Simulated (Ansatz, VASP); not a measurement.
## Ga2S in VASP and in Ansatz

```xyz
3
Lattice="0.0000 3.3352 3.3352 3.3352 0.0000 3.3352 3.3352 3.3352 0.0000" Properties=species:S:1:pos:R:3 pbc="T T T"
Ga    1.6676    1.6676    1.6676
Ga    5.0028    5.0028    5.0028
S     0.0000    0.0000    0.0000
```

Alike in both runs: functional PBE; k mesh 6 × 6 × 6; occupations gaussian, width 0.1 eV; no spin polarisation.

Ansatz relaxed the structure, and its values are those at the end. VASP's run is a single point on that final structure, the one shown.

|  | VASP | Ansatz |
| --- | --- | --- |
| version | VASP 6.6.1 | Ansatz 0.2.0 |
| potentials or method | VASP PAW PBE potentials, release 64 (Ga_d, S), cutoff 520 eV | scalar-relativistic, plane waves, PAW |
| valence electrons in the cell | 32 | 32 |

|  | VASP | Ansatz | Ansatz less VASP |
| --- | --- | --- | --- |
| gap on the k mesh at the Fermi level (eV) | none | none | - |
| pressure (GPa) | 0.1 | 0.1 | -0.02 |

A gap of «none» marks a metal or a gap that the smearing closes. The functional is the same, so the differences come from potentials, cutoffs and numerics.
